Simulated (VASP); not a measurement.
Here is a VASP 6.6.1 calculation.

The input INCAR:

```
SYSTEM = AlN
PREC = Accurate
ENCUT = 600
EDIFF = 1E-6
ISMEAR = 0
SIGMA = 0.01
LREAL = .FALSE.
LASPH = .TRUE.
NELM = 100
ALGO = Normal
ISIF = 3
LWAVE = .FALSE.
LCHARG = .FALSE.
GGA = CA
IBRION = 2
NSW = 80
EDIFFG = -0.003
```

Contents of KPOINTS:

```
Automatic mesh
0
G
  8 8 4
  0 0 0
```

POSCAR

```
AlN
1.0
    3.1100000000      0.0000000000      0.0000000000
   -1.5550000000      2.6933390100      0.0000000000
    0.0000000000      0.0000000000      4.9800000000
Al N
2 2
Direct
    0.3333333333      0.6666666667      0.0000000000
    0.6666666667      0.3333333333      0.5000000000
    0.3333333333      0.6666666667      0.3820000000
    0.6666666667      0.3333333333      0.8820000000
```

Potentials or basis: VASP PAW LDA potentials, release 64 (Al, N).

Run with:

```sh
$ cat potpaw_LDA.64/Al/POTCAR potpaw_LDA.64/N/POTCAR > POTCAR
$ mpirun -np 1 vasp_std > vasp.out
```

(1) What does it give for the band gap on the k mesh?

(2) What does it give for the relaxed cell?

## Answers

(1) 4.40 eV, direct.

(2) a = 3.091 Å, b = 3.091 Å, c = 4.948 Å, α = 90.00°, β = 90.00°, γ = 120.00°.
